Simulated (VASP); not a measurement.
Wanted: the native input for a VASP 6.6.1 run.

| Item | Value |
| --- | --- |
| Task | single point |
| Functional | r2SCAN |
| Potentials or basis | VASP PAW PBE potentials, release 64 (B, P) |
| Cutoff | 520 eV |
| k mesh | 6 × 6 × 6 |
| Occupations | gaussian, width 0.01 eV |
| Spin | no spin polarisation |
| Dipole correction | no |
| Further INCAR settings | ALGO = Normal; EDIFF = 1e-07; NBANDS = 11 |

Crystal: BP.

```
B P
1.0
     0.00000    2.26832    2.26832
     2.26832    0.00000    2.26832
     2.26832    2.26832    0.00000
B P
1 1
Direct
  0.00000 0.00000 0.00000
  0.25000 0.25000 0.25000
```

One way to write it, as run:

POSCAR

```
BP
1.0
    0.0000000000      2.2683158654      2.2683158654
    2.2683158654      0.0000000000      2.2683158654
    2.2683158654      2.2683158654      0.0000000000
B P
1 1
Direct
    0.0000000000      0.0000000000      0.0000000000
    0.2500000000      0.2500000000      0.2500000000
```

INCAR.step1

```
PREC = Accurate ; ENCUT = 520
ISMEAR = 0 ; SIGMA = 0.01
LREAL = False ; LASPH = True
NELM = 60 ; NBANDS = 11
GGA = PE ; ALGO = Normal
EDIFF = 1E-4 ; LWAVE = True
LCHARG = False
```

INCAR.step2

```
PREC = Accurate ; ENCUT = 520
EDIFF = 1E-7 ; ISMEAR = 0
SIGMA = 0.01 ; LREAL = False
LASPH = True ; NELM = 60
ALGO = Normal ; ISIF = 2
LWAVE = False ; LCHARG = False
METAGGA = R2SCAN ; LMIXTAU = True
NBANDS = 11 ; ISTART = 1
```

KPOINTS

```
regular mesh
0
Gamma
  6 6 6
```

Potentials or basis: VASP PAW PBE potentials, release 64 (B, P).

Command:

```console
$ cat potpaw_PBE.64/B/POTCAR potpaw_PBE.64/P/POTCAR > POTCAR
$ cp INCAR.step1 INCAR
$ mpirun -np 1 vasp_std > vasp.out
$ cp INCAR.step2 INCAR
$ mpirun -np 1 vasp_std > vasp.out
```

It gave:

* Pressure: -0.4 GPa
* Band gap on the k mesh: 1.54 eV, indirect (least direct gap 3.64 eV)

Caveat: the PAW data sets were made with another functional, which shifts forces and pressure a little.

Run time: 8.2 s on 1 thread of Intel(R) Xeon(R) 6975P-C (Granite Rapids) (shared host), peak memory 0.13 GiB.
